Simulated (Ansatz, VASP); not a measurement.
# Two plane-wave programs on LiCl

POSCAR

```
LiCl
1.0
    0.0000000000      2.6362965541      2.5560369926
    2.6362965541      0.0000000000      2.5560369926
    2.6362965541      2.6362965541      0.0000000000
Li Cl
1 1
Direct
    0.0000000000      0.0000000000      0.0000000000
    0.5000000000      0.5000000000      0.5000000000
```

The input INCAR.step1:

```
SYSTEM = LiCl
  PREC = Accurate
  ENCUT = 520
  EDIFF = 1E-5
  ISMEAR = 0
  SIGMA = 0.01
  LREAL = .FALSE.
  LASPH = .TRUE.
  NELM = 60
  ALGO = Normal
  ISIF = 2
  LWAVE = .TRUE.
  LCHARG = .FALSE.
  NBANDS = 12
  GGA = PE
```

File INCAR.step2:

```
SYSTEM = LiCl
  PREC = Accurate
  ENCUT = 520
  EDIFF = 1E-7
  ISMEAR = 0
  SIGMA = 0.01
  LREAL = .FALSE.
  LASPH = .TRUE.
  NELM = 60
  ALGO = Normal
  ISIF = 2
  LWAVE = .FALSE.
  LCHARG = .FALSE.
  GGA = PE
  LHFCALC = .TRUE.
  HFSCREEN = 0.2079
  PRECFOCK = Normal
  NBANDS = 12
  ISTART = 1
```

Contents of KPOINTS:

```
Automatic mesh
0
G
  6 6 6
  0 0 0
```

Input for Ansatz:

```yaml
crystal:
  lattice:
    - [0.0, 2.6362965541, 2.5560369926]
    - [2.6362965541, 0.0, 2.5560369926]
    - [2.6362965541, 2.6362965541, 0.0]
  atoms:
    - { symbol: Li, position: [0.0, 0.0, 0.0] }
    - { symbol: Cl, position: [0.5, 0.5, 0.5] }
kpoints:
  mp_grid: { grid: [6, 6, 6] }
  band_path:
    path:
      - [0.0, 0.0, 0.0]
      - [0.5, 0.0, 0.5]
      - [0.625, 0.25, 0.625]
      - [0.375, 0.375, 0.75]
      - [0.5, 0.5, 0.5]
      - [0.5, 0.25, 0.75]
      - [0.075, 0.075, 0.15]
    npoints: 1
hamiltonian:
  xc: hse06
scf:
  occupations: { method: fixed }
  n_extra_bands: 4
output:
  forces: true
  stress: true
  eigenvalues: true
```

Change from the starting cell: biaxial_xy strain +3.1%.

Alike in both runs: task single point; functional HSE06; k mesh 6 × 6 × 6; no spin polarisation.

```csv
,VASP,Ansatz
version,VASP 6.6.1,Ansatz 0.2.0
potentials or method,"VASP PAW PBE potentials, release 64 (Li_sv, Cl)","plane waves, PAW"
plane-wave cutoff (eV),520,420
occupations,"gaussian, width 0.01 eV",fixed
valence electrons in the cell,10,10
```

|  | VASP | Ansatz | Ansatz less VASP |
| --- | --- | --- | --- |
| gap on the k mesh at the Fermi level (eV) | 7.40 | 7.39 | -0.006 |

Ansatz's warnings: stress exchange threshold loose, stress scf threshold loose.

Noted on VASP's run: the cutoff is short for stress, so the pressure is rough.
